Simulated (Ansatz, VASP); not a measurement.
# One calculation of Se, two programs

INCAR

```
  PREC = Accurate
  ENCUT = 520
  EDIFF = 1E-8
  ISMEAR = -1
  SIGMA = 0.03
  LREAL = F
  LASPH = T
  NELM = 100
  ALGO = Normal
  ISIF = 2
  LWAVE = F
  LCHARG = F
  GGA = PS
  LEFG = T
  NBANDS = 16
```

The input KPOINTS:

```
regular mesh
0
Gamma
  6 6 5
```

POSCAR

```
Se
1.0
    4.3661999489      0.0218309997      0.0218309997
   -2.1641937741      3.7703245739      0.0079907005
    0.0247680000      0.0247680000      4.9536000000
Se
3
Direct
    0.2254000000      0.0000000000      0.3333333333
    0.0000000000      0.2254000000      0.6666666667
    0.7746000000      0.7746000000      0.0000000000
```

Input for Ansatz:

```yaml
crystal:
  lattice:
    - [4.3661999489, 0.0218309997, 0.0218309997]
    - [-2.1641937741, 3.7703245739, 0.0079907005]
    - [0.024768, 0.024768, 4.9536]
  atoms:
    - { symbol: Se, position: [0.2254, 0.0, 0.3333333333] }
    - { symbol: Se, position: [0.0, 0.2254, 0.6666666667] }
    - { symbol: Se, position: [0.7746, 0.7746, 0.0] }
kpoints:
  mp_grid: { grid: [6, 6, 5] }
scf:
  occupations: { method: fermi_dirac, width: 0.03 }
hamiltonian:
  xc: pbesol
  pseudopotentials: { kind: all_electron, datasets: crystal }
output:
  forces: true
  stress: true
  eigenvalues: true
  efg: { contact_densities: true }
```

Change from the starting cell: equal xy, yz and zx shear strains of +1 %, crystal datasets.

Alike in both runs: task electric field gradients; functional PBEsol; k mesh 6 × 6 × 5; occupations fermi-dirac, width 0.03 eV; no spin polarisation.

```csv
,VASP,Ansatz
version,VASP 6.6.1,Ansatz 0.2.0
potentials or method,"VASP PAW PBE potentials, release 64 (Se), cutoff 520 eV","all-electron PAW with datasets made for the crystal, scalar-relativistic"
```

|  | VASP | Ansatz | Ansatz less VASP |
| --- | --- | --- | --- |
| gap on the k mesh at the Fermi level (eV) | 1.18 | 1.18 | +0.008 |
| pressure (GPa) | 0.4 | 0.2 | -0.20 |
| traceless stress, the component that is largest in VASP (GPa) | 1.03 | 0.96 | -0.076 |
| rms of the force components (eV/Å) | 0.217 | 0.190 | -0.0264 |
| size of Vzz on the site where it differs most (V/Å²) | 494.2 | 516.9 | +22.66 |

VASP's potentials were made for PBE, not for PBEsol. Atom by atom the forces differ by 0.029 eV/Å (rms over components). Ansatz ran all-electron here, and VASP with PAW potentials.
